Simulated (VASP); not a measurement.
# Bi: single point with revPBE

The system is Bi.

```
Bi
1.0
     3.30062    0.00000    0.00000
     0.00000    3.30062    0.00000
     0.00000    0.00000    3.30062
Bi
1
Direct
  0.00000 0.00000 0.00000
```

* Program: VASP 6.6.1
* Task: single point
* Functional: revPBE
* Potentials or basis: VASP PAW PBE potentials, release 64 (Bi_d)
* Cutoff: 520 eV
* k mesh: 16 × 16 × 16
* Occupations: fermi-dirac, width 0.1 eV
* Spin: no spin polarisation
* Dipole correction: no
* Further INCAR settings: ALGO = Normal; EDIFF = 1e-06; NBANDS = 14

```yaml
Pressure: 0.0 GPa
```

Levels at points of the mesh, in eV from the Fermi level:
| k point | band 4 | band 5 | band 6 | band 7 | band 8 | band 9 | band 10 | band 11 |
| --- | --- | --- | --- | --- | --- | --- | --- | --- |
| (0.00, 0.00, 0.00) | -22.65 | -22.65 | -12.81 | 3.06 | 3.06 | 3.06 | 6.12 | 7.69 |
| (0.50, 0.00, 0.00) | -22.69 | -22.64 | -11.07 | -4.67 | 4.80 | 4.80 | 9.58 | 9.63 |
| (0.50, 0.50, 0.00) | -22.71 | -22.54 | -9.36 | -2.91 | -2.91 | 2.87 | 6.58 | 11.86 |
| (0.50, 0.50, 0.50) | -22.54 | -22.54 | -7.63 | -1.27 | -1.27 | -1.27 | 5.40 | 5.40 |

Run time: 91 s on 1 thread of AMD EPYC 7R13, on a shared host, peak memory 0.18 GiB.

Caveat: the PAW data sets were made with another functional, which shifts forces and pressure a little; spin-orbit coupling is left out, which moves the levels of the heavy elements.
